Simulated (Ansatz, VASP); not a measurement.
**Two plane-wave programs on Re**

INCAR

```
ALGO     = Normal         # electronic algorithm
EDIFF    = 1E-6           # SCF threshold, eV
ENCUT    = 520            # plane-wave cutoff, eV
GGA      = PS             # functional
ISIF     = 2              # what is computed and relaxed
ISMEAR   = -1             # smearing method
LASPH    = T              # aspherical terms in the spheres
LCHARG   = T              # write CHGCAR
LELF     = T              # ELF
LREAL    = F              # projectors in reciprocal space
LVHAR    = T            
LWAVE    = F              # write WAVECAR
NBANDS   = 10             # bands
NELM     = 80             # most SCF steps
PREC     = Accurate       # precision mode
SIGMA    = 0.1            # smearing width, eV
```

Contents of KPOINTS:

```
k-points
0
Gamma
  16 16 16
```

The input POSCAR:

```
Re
1.0
    0.0000000000      1.9656922691      1.9656922691
    1.9656922691      0.0000000000      1.9656922691
    1.9656922691      1.9656922691      0.0000000000
Re
1
Direct
    0.0000000000      0.0000000000      0.0000000000
```

Input for Ansatz:

```yaml
crystal:
  lattice:
    - [0.0, 1.9656922691, 1.9656922691]
    - [1.9656922691, 0.0, 1.9656922691]
    - [1.9656922691, 1.9656922691, 0.0]
  atoms:
    - { symbol: Re, position: [0.0, 0.0, 0.0] }
hamiltonian:
  xc: pbesol
  pseudopotentials:
    kind: paw
    azcp:
      Re: "pseudopotentials/Re.paw.azcp"
basis:
  ecutwfc: 420
  fft_grid_basis: typed
kpoints:
  mp_grid: { grid: [16, 16, 16], shift: [0, 0, 0] }
magnetization:
  spin_polarized: false
scf:
  occupations: { method: fermi_dirac, width: 0.1 }
  lower_state_search: "off"
output:
  stress: true
  write_density: true
  write_potential: true
  elf: true
  volumetric_format: npy
```

Alike in both runs: task single point; functional PBEsol; k mesh 16 × 16 × 16; occupations fermi-dirac, width 0.1 eV; no spin polarisation.

```csv
,VASP,Ansatz
version,VASP 6.6.1,Ansatz 0.2.0
potentials or method,"VASP PAW PBE potentials, release 64 (Re), cutoff 520 eV","plane waves (420 eV) with PAW, scalar-relativistic"
valence electrons in the cell,7,15
```

Ansatz gave:

- pressure (GPa): -14.0

Question: What did VASP give for the same quantities?

Answer: Pressure (GPa): -14.4.

VASP's potentials were made for PBE, not for PBEsol, and Ansatz warns of the same on its side. VASP's potentials hold 7 valence electrons a cell and Ansatz's 15, so a difference there can come from the potentials and not from the codes.

Neither program's run includes spin-orbit coupling.
